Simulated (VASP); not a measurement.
Cu:

```
CELL_PARAMETERS angstrom
2.53410 0.00000 0.00000
-1.26705 2.19459 0.00000
0.00000 0.00000 4.11257
ATOMIC_POSITIONS crystal
Cu 0.66667 0.33333 0.75000
Cu 0.33333 0.66667 0.25000
```

| Item | Value |
| --- | --- |
| Program | VASP 6.6.1 |
| Task | relaxation of cell and atoms |
| Functional | PBE |
| Potentials or basis | VASP PAW PBE potentials, release 64 (Cu) |
| Cutoff | 600 eV |
| k mesh | 12 × 12 × 7 |
| Occupations | fermi-dirac, width 0.05 eV |
| Spin | no spin polarisation |

At the start: pressure 8.1 GPa; volume 11.44 Å³/atom.

**Question.** How do energy, volume and symmetry change on relaxing?

**Answer.** Over 3 steps the energy falls by 14.2 meV/atom and the volume is 12.03 Å³/atom (+5.2 %); space group P6_3/mmc (No. 194, to 0.05 Å).

Step by step:
```csv
step,energy change (eV),largest force (eV/Å),pressure (GPa),volume (Å³)
1,0.0000,0.0000,8.14,22.87
2,-0.0185,0.0000,-4.00,24.85
3,-0.0283,0.0000,0.07,24.07
```

Final structure:
```
Cu
1.0
     2.57690    0.00000    0.00000
    -1.28845    2.23166    0.00000
     0.00000    0.00000    4.18498
Cu
2
Direct
  0.66667 0.33333 0.75000
  0.33333 0.66667 0.25000
```
